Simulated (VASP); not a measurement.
WSe2: single point with PBE+D3(BJ)

WSe2:

```
W Se
1.0
     1.62464    0.93799    6.39344
    -1.62464    0.93799    6.39344
     0.00000   -1.87598    6.39344
W Se
1 2
Direct
  0.00000 0.00000 0.00000
  0.24326 0.24326 0.24326
  0.75674 0.75674 0.75674
```

| Item | Value |
| --- | --- |
| Program | VASP 6.6.1 |
| Task | single point |
| Functional | PBE |
| Dispersion | D3(BJ) |
| Potentials or basis | VASP PAW PBE potentials, release 64 (W_sv, Se) |
| Cutoff | 520 eV |
| k mesh | 6 × 6 × 6 |
| Occupations | fermi-dirac, width 0.02 eV |
| Spin | no spin polarisation |
| Dipole correction | no |
| Further INCAR settings | ALGO = Normal; EDIFF = 1e-06; NBANDS = 20 |

```json
{
  "Pressure": "0.3 GPa",
  "Largest force": "0.042 eV/Å",
  "Band gap on the k mesh": "zero (band 13 reaches 7.27 eV, above the bottom of band 14 at 6.87 eV)",
  "Dispersion energy per atom": "-0.485 eV"
}
```

Forces on the atoms (eV/Å):
```
W    0.000  0.000  0.000
Se   0.000  0.000 -0.042
Se   0.000  0.000  0.042
```

Stress tensor (GPa, compression positive):
```
0.27 0.00 0.00
0.00 0.27 0.00
0.00 0.00 0.36
```

Levels at points of the mesh, in eV from the Fermi level:
```csv
k point,band 11,band 12,band 13,band 14,band 15,band 16
"(0.00, 0.00, 0.00)",-1.64,-0.54,-0.54,0.51,0.51,3.44
"(0.50, 0.00, 0.00)",-3.01,-2.17,-1.14,1.77,2.29,3.23
"(0.50, 0.50, 0.00)",-3.07,-2.55,-1.55,1.77,1.81,3.64
"(0.50, 0.50, 0.50)",-0.52,-0.52,-0.48,0.30,0.30,3.66
```

Run time: 3.1 min on 1 thread of Intel(R) Xeon(R) Platinum 8375C CPU @ 2.90GHz (Ice Lake), on a shared host, peak memory 0.33 GiB.

Caveat: the k points lie up to 0.38 Å⁻¹ apart; spin-orbit coupling is left out, which moves the levels of the heavy elements; pairwise dispersion overbinds metals, which lowers pressure and volume.
